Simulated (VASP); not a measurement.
# Ta2N (C2) in VASP: single point with PBEsol

Aim: the single point of Ta2N with PBEsol.

All numbers are computed with VASP 6.6.1; they aren't measurements. Logs are shortened: lines on timing, memory, paths and dates and some standing lists are left out, and cuts for length are marked.

**1. The cell of the first run**

It takes space group C2 (No. 5, monoclinic). Conventional cell: a = 5.264 Å, b = 9.118 Å, c = 4.913 Å, α = 90.00°, β = 90.00°, γ = 90.00°. Within 2.7 Å of Ta (site symmetry 1) lie 3 N at 2.01 to 2.15 Å. Ta (site symmetry 1) has 3 N at 2.13 to 2.16 Å within 2.8 Å. Within 2.8 Å of Ta (site symmetry 1) lie 3 N at 2.13 to 2.30 Å. N (site symmetry 2) has 6 Ta at 2.01 to 2.30 Å within 2.7 Å. N (site symmetry 2) has 6 Ta at 2.15 Å within 2.8 Å. Within 2.8 Å of N (site symmetry 2) lie 6 Ta at 2.13 Å.

**2. Single point, PBEsol (atom 7 (N) moved +0.200 Å along Cartesian [0 1 0])**

Contents of INCAR:

```
SYSTEM = Ta2N
PREC = Accurate
ENCUT = 520
EDIFF = 1E-6
ISMEAR = 0
SIGMA = 0.15
LREAL = .FALSE.
LASPH = .TRUE.
NELM = 80
ALGO = Fast
ISIF = 2
LWAVE = .FALSE.
LCHARG = .TRUE.
GGA = PS
LVHAR = .TRUE.
NBANDS = 50
KPAR = 4
```

Contents of KPOINTS:

```
regular mesh
0
G
  12 12 8
  0 0 0
```

Contents of POSCAR:

```
Ta2N
1.0
    5.2640975886      0.0000000000      0.0000000000
   -2.6320487943      4.5588422398      0.0000000000
    0.0000000000      0.0000000000      4.9126024056
Ta N
6 3
Direct
    0.6668041045      0.6668041045      0.7527922812
    0.0000000000      0.3331958955      0.7527922812
    0.3331958955      0.0000000000      0.7527922812
    0.3331958955      0.3331958955      0.2472077188
    1.0000000000      0.6668041045      0.2472077188
    0.6668041045      0.0000000000      0.2472077188
    0.6886020605      0.3772041210      0.5000000000
    0.3333333333      0.6666666667      0.5000000000
    0.0000000000      0.0000000000      0.0000000000
```

Potentials or basis: VASP PAW PBE potentials, release 64 (Ta_pv, N).

On the command line:

```console
> cat potpaw_PBE.64/Ta_pv/POTCAR potpaw_PBE.64/N/POTCAR > POTCAR
> mpirun -np 4 vasp_std > vasp.out
```

OUTCAR:

```text
SYSTEM = Ta2N
   PREC = Accurate
   ENCUT = 520
   EDIFF = 1E-6
   ISMEAR = 0
   LREAL = .FALSE.
   LASPH = .TRUE.
   NELM = 80
   ISIF = 2
   GGA = PS

 ion  position               nearest neighbor table
   1  0.667  0.667  0.753-   7 2.01   9 2.13   8 2.15   5 3.00   6 3.00   4 3.00   3 3.04   2 3.04
                             3 3.04   2 3.04   2 3.04   3 3.04   5 3.04   6 3.04   4 3.04
   2  0.000  0.333  0.753-   9 2.13   8 2.15   7 2.16   4 3.00   6 3.00   5 3.00   3 3.04   1 3.04
                             3 3.04   1 3.04   1 3.04   3 3.04   4 3.04   6 3.04   5 3.04
   3  0.333  0.000  0.753-   9 2.13   8 2.15   7 2.30   5 3.00   4 3.00   6 3.00   2 3.04   1 3.04
                             2 3.04   1 3.04   2 3.04   1 3.04   4 3.04   5 3.04   6 3.04
   4  0.333  0.333  0.247-   9 2.13   8 2.15   7 2.16   2 3.00   3 3.00   1 3.00   6 3.04   5 3.04
                             6 3.04   5 3.04   5 3.04   6 3.04   2 3.04   3 3.04   1 3.04
   5  0.000  0.667  0.247-   7 2.01   9 2.13   8 2.15   1 3.00   3 3.00   2 3.00   6 3.04   4 3.04
                             6 3.04   4 3.04   4 3.04   6 3.04   1 3.04   3 3.04   2 3.04
   6  0.667  0.000  0.247-   9 2.13   8 2.15   7 2.30   2 3.00   1 3.00   3 3.00   5 3.04   4 3.04
                             4 3.04   5 3.04   4 3.04   5 3.04   1 3.04   2 3.04   3 3.04
   7  0.689  0.377  0.500-   5 2.01   1 2.01   2 2.16   4 2.16   6 2.30   3 2.30
   8  0.333  0.667  0.500-   5 2.15   3 2.15   6 2.15   2 2.15   1 2.15   4 2.15
   9  0.000  0.000  0.000-   3 2.13   6 2.13   1 2.13   4 2.13   5 2.13   2 2.13

  LATTYP: Found a hexagonal cell.
 ALAT       =     5.2640975886
 C/A-ratio  =     0.9332278369

  Lattice vectors:

 A1 = (   5.2640975886,   0.0000000000,   0.0000000000)
 A2 = (  -2.6320487943,   4.5588422398,   0.0000000000)
 A3 = (   0.0000000000,   0.0000000000,   4.9126024056)

Analysis of symmetry for initial positions (statically):
=====================================================================
 Subroutine PRICEL returns:
 Original cell was already a primitive cell.

 Routine SETGRP: Setting up the symmetry group for a
 hexagonal supercell.

 Subroutine GETGRP returns: Found  2 space group operations
 (whereof  2 operations were pure point group operations)
 out of a pool of 24 trial point group operations.

The static configuration has the point symmetry C_2 .

Analysis of symmetry for dynamics (positions and initial velocities):
=====================================================================
 Subroutine PRICEL returns:
 Original cell was already a primitive cell.

 Routine SETGRP: Setting up the symmetry group for a
 hexagonal supercell.

 Subroutine GETGRP returns: Found  2 space group operations
 (whereof  2 operations were pure point group operations)
 out of a pool of 24 trial point group operations.

The dynamic configuration has the point symmetry C_2 .

 Subroutine INISYM returns: Found  2 space group operations
 (whereof  2 operations are pure point group operations),
 and found     1 'primitive' translations

----------------------------------------------------------------------------------------

                                     Primitive cell

  volume of cell :     117.8936

  direct lattice vectors                    reciprocal lattice vectors
     5.264097589  0.000000000  0.000000000     0.189966083  0.109676969  0.000000000
    -2.632048794  4.558842240  0.000000000     0.000000000  0.219353938  0.000000000
     0.000000000  0.000000000  4.912602406     0.000000000  0.000000000  0.203558098

  length of vectors
     5.264097589  5.264097589  4.912602406     0.219353938  0.219353938  0.203558098

  position of ions in fractional coordinates (direct lattice)
     0.666804105  0.666804105  0.752792281
     0.000000000  0.333195895  0.752792281
     0.333195895  0.000000000  0.752792281
     0.333195895  0.333195895  0.247207719
     0.000000000  0.666804105  0.247207719
     0.666804105  0.000000000  0.247207719
     0.688602061  0.377204121  0.500000000
     0.333333333  0.666666667  0.500000000
     0.000000000  0.000000000  0.000000000

  ion indices of the primitive-cell ions
   primitive index   ion index
                 1           1
                 2           2
                 3           3
                 4           4
                 5           5
                 6           6
                 7           7
                 8           8
                 9           9

----------------------------------------------------------------------------------------

 KPOINTS: regular mesh

Automatic generation of k-mesh.
 Grid dimensions read from file:
 generate k-points for:   12   12    8

 Generating k-lattice:

  Cartesian coordinates                     Fractional coordinates (reciprocal lattice)
     0.015830507  0.009139747  0.000000000     0.083333333  0.000000000  0.000000000
     0.000000000  0.018279495  0.000000000     0.000000000  0.083333333  0.000000000
     0.000000000  0.000000000  0.025444762     0.000000000  0.000000000  0.125000000

  Length of vectors
     0.018279495  0.018279495  0.025444762

  Shift w.r.t. Gamma in fractional coordinates (k-lattice)
     0.000000000  0.000000000  0.000000000

 Subroutine IBZKPT returns following result:
 ===========================================

 Found    320 irreducible k-points:

 Following reciprocal coordinates:
            Coordinates               Weight
  0.000000  0.000000  0.000000      1.000000
  0.083333 -0.000000  0.000000      4.000000
  0.000000  0.083333  0.000000      2.000000
  0.166667 -0.000000  0.000000      4.000000
  0.000000  0.166667  0.000000      2.000000
  0.250000 -0.000000  0.000000      4.000000
[... 16 lines left out ...]
 -0.083333  0.416667  0.000000      4.000000
 -0.416667  0.333333  0.000000      4.000000
 [... further k-points ...]
   k-points           NKPTS =    320   k-points in BZ     NKDIM =    320   number of bands    NBANDS=     50
   number of dos      NEDOS =    301   number of ions     NIONS =      9
   total plane-waves  NPLWV =  64000
   dimension x,y,z NGX =    40 NGY =   40 NGZ =   40
   dimension x,y,z NGXF=    80 NGYF=   80 NGZF=   80
   ions per type =               6   3
   NGX,Y,Z   is equivalent  to a cutoff of  12.63, 12.63, 13.54 a.u.
   NGXF,Y,Z  is equivalent  to a cutoff of  25.26, 25.26, 27.07 a.u.
 SYSTEM =  Ta2N
   PREC   = accura    normal or accurate (medium, high low for compatibility)
   ISTART =      0    job   : 0-new  1-cont  2-samecut
   ICHARG =      2    charge: 1-file 2-atom 10-const
   ISPIN  =      1    spin polarized calculation?
   LNONCOLLINEAR =      F non collinear calculations
   LSORBIT =      F    spin-orbit coupling
   LASPH  =      T    aspherical Exc in radial PAW
   ENCUT  =  520.0 eV  38.22 Ry    6.18 a.u.   9.79  9.79  9.13*2*pi/ulx,y,z
   NELM   =     80;   NELMIN=  2; NELMDL= -5     # of ELM steps
   EDIFF  = 0.1E-05   stopping-criterion for ELM
   LREAL  =      F    real-space projection
   EDIFFG = 0.1E-04   stopping-criterion for IOM
   NSW    =      0    number of steps for IOM
   IBRION =     -1    ionic relax: 0-MD 1-quasi-New 2-CG
   NFREE  =      0    steps in history (QN), initial steepest desc. (CG)
   ISIF   =      2    stress and relaxation
   ISYM   =      2    0-nonsym 1-usesym 2-fastsym
   POTIM  = 0.5000    time-step for ionic-motion
   TEBEG  =    0.0;   TEEND  =   0.0 temperature during run
   PSTRESS=    0.0 pullay stress
   NELECT =      81.0000    total number of electrons
   NUPDOWN=      -1.0000    fix difference up-down
   EMIN   =  10.00;   EMAX   =-10.00  energy-range for DOS
   EFERMI =   0.00;   METHOD = LEGACY
   ISMEAR =     0;   SIGMA  =   0.15  broadening in eV -4-tet -1-fermi 0-gaus
   EFERMI_NEDOS =   21; number of points for ismear=-14 and -15
   IALGO  =     68    algorithm
   IMIX   =      4    mixing-type and parameters
     AMIX     =   0.40;   BMIX     =  1.00
     AMIX_MAG =   1.60;   BMIX_MAG =  1.00
  volume/ion in A,a.u.               =      13.10        88.40
  Fermi-wavevector in a.u.,A,eV,Ry     =   1.444574  2.729849 28.392557  2.086794
  Thomas-Fermi vector in A             =   2.562854
   LORBIT       =      0    0 simple, 1 ext, 2 COOP (PROOUT), +10 PAW based schemes
   GGA     = PS    functional components
   LHFCALC =     F    Hartree Fock is set to
   AEXX    =    0.0000 exact exchange contribution
   IVDW    =     0    specifies the selected vdW correction
   LEPSILON=     F    determine dielectric tensor
   LRPA    =     F    only Hartree local field effects (RPA)
 non-spin polarized calculation
 RMM-DIIS sequential band-by-band and
 Gauss-broadening in eV      SIGMA  =   0.15
  energy-cutoff  :      520.00
  volume of cell :      117.89
 maximum number of plane-waves:      3205
   NGX = 19   NGY = 19   NGZ = 19

 number of electron      81.0000003 magnetization

 Free energy of the ion-electron system (eV)
  ---------------------------------------------------
  ext. energy  EPLUGINS =         0.00000000
  ---------------------------------------------------
  free energy    TOTEN  =      -110.21338341 eV

  energy without entropy =     -110.18013614  energy(sigma->0) =     -110.19675977

 E-fermi :   7.4803     XC(G=0): -13.1738

 val. band max:        7.4763378447   @ k =  -0.0833   0.5000   0.2500
 cond. band min:       7.4803313547   @ k =   0.2500   0.4167   0.3750
 fundamental gap:      0.0039935100
 Fermi energy:         7.4802609410

 k-point     1 :       0.0000    0.0000    0.0000
  band No.  band energies     occupation
      1     -28.2172      2.00000
      2     -27.8148      2.00000
      3     -27.6366      2.00000
      4     -27.6315      2.00000
      5     -27.6144      2.00000
      6     -27.6139      2.00000
[... 42 lines left out ...]
     49      10.4893      0.00000
     50      11.1771      0.00000
[... 1217 lines left out ...]
     49      10.6298      0.00000
     50      11.1611      0.00000

 [... further k-points ...]

------------------------ aborting loop because EDIFF is reached ----------------------------------------

  FORCE on cell =-STRESS in cart. coord.  units (eV):
  Direction    XX          YY          ZZ          XY          YZ          ZX
  --------------------------------------------------------------------------------------
  -------------------------------------------------------------------------------------
  Total        0.4475192      2.4747901      1.5464916      0.0000000      0.0000000     -0.7949549
  in kB        6.0818000     33.6324754     21.0168699      0.0000000      0.0000000    -10.8034627
  external PRESSURE =      20.2437151 kB  Pullay stress =       0.0000000 kB

 VOLUME and BASIS-vectors are now :
 -----------------------------------------------------------------------------
  energy-cutoff  :      520.00
  volume of cell :      117.89
      direct lattice vectors                 reciprocal lattice vectors
     5.264097589  0.000000000  0.000000000     0.189966083  0.109676969  0.000000000
    -2.632048794  4.558842240  0.000000000     0.000000000  0.219353938  0.000000000
     0.000000000  0.000000000  4.912602406     0.000000000  0.000000000  0.203558098

 POSITION                                       TOTAL-FORCE (eV/Angst)
 -----------------------------------------------------------------------------------
      1.75506      3.03985      3.69817        -0.615887      0.928031      0.857615
     -0.87699      1.51899      3.69817         0.000956      0.052262      0.023533
      1.75398      0.00000      3.69817         0.173946      0.420913     -0.376909
      0.87699      1.51899      1.21443        -0.000956      0.052262     -0.023533
     -1.75506      3.03985      1.21443         0.615887      0.928031     -0.857615
      3.51012      0.00000      1.21443        -0.173946      0.420913      0.376909
      2.63205      1.71961      2.45630        -0.000000     -3.383021      0.000000
     -0.00000      3.03923      2.45630         0.000000      0.219220      0.000000
      0.00000      0.00000      0.00000         0.000000      0.361391      0.000000
 -----------------------------------------------------------------------------------
    total drift:                                0.000000     -0.000121      0.000000

  FREE ENERGIE OF THE ION-ELECTRON SYSTEM (eV)
  ---------------------------------------------------
  free  energy   TOTEN  =      -110.2133834054 eV

  energy  without entropy=     -110.1801361426  energy(sigma->0) =     -110.19675977
```

Run time: 22 min. Hardware: 4 MPI ranks of Oxide Virtual Turin-like, shared host; peak memory 1.2 GiB.

Results:

```
Free energy            : -110.2134 eV
Pressure               : 2.0 GPa
Largest force          : 3.383 eV/Å
Band gap on the k mesh : zero (an odd number of electrons rules out a gap without spin polarisation)
```

Forces on the atoms (eV/Å):
```
Ta  -0.616  0.928  0.858
Ta   0.001  0.052  0.024
Ta   0.174  0.421 -0.377
Ta  -0.001  0.052 -0.024
Ta   0.616  0.928 -0.858
Ta  -0.174  0.421  0.377
N    0.000 -3.383  0.000
N    0.000  0.219  0.000
N    0.000  0.361  0.000
```

Stress tensor (GPa, compression positive):
```
 0.61  0.00 -1.08
 0.00  3.36  0.00
-1.08  0.00  2.10
```

Caveat: the cell differs from its parent crystal (atom 7 (N) moved +0.200 Å along Cartesian [0 1 0]); the PAW data sets were made with another functional, which shifts forces and pressure a little; spin-orbit coupling is left out, which moves the levels of the heavy elements.
